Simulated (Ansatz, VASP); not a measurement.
# Two plane-wave programs on ZnSe

```
CELL_PARAMETERS angstrom
0.00000 2.83242 2.83242
2.78796 0.00000 2.83242
2.78796 2.83242 0.00000
ATOMIC_POSITIONS crystal
Zn 0.00000 0.00000 0.00000
Se 0.25000 0.25000 0.25000
```

Change from the starting cell: uniaxial_x strain -1.6%.

Alike in both runs: task single point; functional PBE; k mesh 8 × 8 × 8; occupations fermi-dirac, width 0.02 eV; no spin polarisation.

|  | VASP | Ansatz |
| --- | --- | --- |
| version | VASP 6.6.1 | Ansatz 0.2.0 |
| potentials or method | VASP PAW PBE potentials, release 64 (Zn, Se) | plane waves, PAW |
| plane-wave cutoff (eV) | 520 | 420 |
| valence electrons in the cell | 18 | 28 |

```csv
,VASP,Ansatz,Ansatz less VASP
gap on the k mesh at the Fermi level (eV),1.32,1.32,-0.003
pressure (GPa),3.5,3.3,-0.26
"traceless stress, the component that is largest in VASP (GPa)",0.34,0.34,+0.003
```

With one functional, cell and mesh, what is left measures potentials, basis and numerics. VASP's potentials hold 18 valence electrons a cell and Ansatz's 28, so a difference there can come from the potentials and not from the codes.
